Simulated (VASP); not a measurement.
Write the native input for VASP 6.6.1 that does the following.

- Task: single point
- Functional: PBE
- Potentials or basis: VASP PAW PBE potentials, release 64 (Ti_sv)
- Cutoff: 520 eV
- k mesh: 18 × 18 × 10
- Occupations: gaussian, width 0.15 eV
- Spin: no spin polarisation
- Dipole correction: no
- Further INCAR settings: ALGO = Fast; EDIFF = 1e-07; NBANDS = 19

The structure of Ti lies in POSCAR:

```
Ti
1.0
    2.8614979246      0.0000000000      0.0000000000
   -1.4307489623      2.4781298956      0.0000000000
    0.0000000000      0.0000000000      4.7562900000
Ti
2
Direct
    0.3333333333      0.6666666667      0.2500000000
    0.6666666667      0.3333333333      0.7500000000
```

This cell differs from its parent crystal: strain -0.030 along x and y, +0.015 along z.

The input as run:

INCAR

```
PREC = Accurate
ENCUT = 520
EDIFF = 1E-7
ISMEAR = 0
SIGMA = 0.15
LREAL = F
LASPH = T
NELM = 80
ALGO = Fast
ISIF = 2
LWAVE = F
LCHARG = T
GGA = PE
LELF = T
LVHAR = T
NBANDS = 19
```

KPOINTS

```
regular mesh
0
Gamma
  18 18 10
```

Potentials or basis: VASP PAW PBE potentials, release 64 (Ti_sv).

Run with:

```bash
$ cat potpaw_PBE.64/Ti_sv/POTCAR > POTCAR
$ mpirun -np 1 vasp_std > vasp.out
```

It gave:

The pressure is 3.3 GPa and the band gap on the k mesh is zero (band 12 reaches 9.25 eV, above the bottom of band 13 at 8.30 eV).

Caveat: the cell differs from its parent crystal (strain -0.030 along x and y, +0.015 along z).

It took 6.8 min on 1 thread of Intel(R) Xeon(R) Platinum 8259CL CPU @ 2.50GHz (Skylake/Cascade Lake), with other jobs on the host, peak memory 0.24 GiB.
